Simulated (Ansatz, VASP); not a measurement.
Two plane-wave programs on Ga4As3N

```
N As Ga
1.0
     3.81963    0.00000    0.00000
    -1.90981    3.30789    0.00000
     0.00000    0.00000   12.53298
N As Ga
1 3 4
Cartesian
  1.9098 1.1026 -0.0316
  1.9098 1.1026 6.2565
  0.0000 2.2053 9.6032
  0.0000 2.2053 2.9129
  1.9098 1.1026 10.5544
  1.9098 1.1026 3.8097
  0.0000 2.2053 7.1687
  0.0000 2.2053 0.4583
```

Alike in both runs: task single point; functional PBE; k mesh 12 × 12 × 2; occupations fermi-dirac, width 0.02 eV; no spin polarisation.

```csv
,VASP,Ansatz
version,VASP 6.6.1,Ansatz 0.2.0
potentials or method,"VASP PAW PBE potentials, release 64 (N, As, Ga_d)","plane waves, PAW"
plane-wave cutoff (eV),520,420
valence electrons in the cell,72,102
```

Ansatz gave:

| Property | Result |
| --- | --- |
| pressure (GPa) | 3.2 |
| traceless stress, the component that is largest in VASP (GPa) | 0.22 |
| rms of the force components (eV/Å) | 0.061 |

What did VASP give for the same quantities?

Pressure (GPa): 3.5; traceless stress, the component that is largest in VASP (GPa): 0.23; rms of the force components (eV/Å): 0.062.

Atom by atom the forces differ by 0.002 eV/Å (rms over components). VASP's potentials hold 72 valence electrons a cell and Ansatz's 102, so a difference there can come from the potentials and not from the codes.
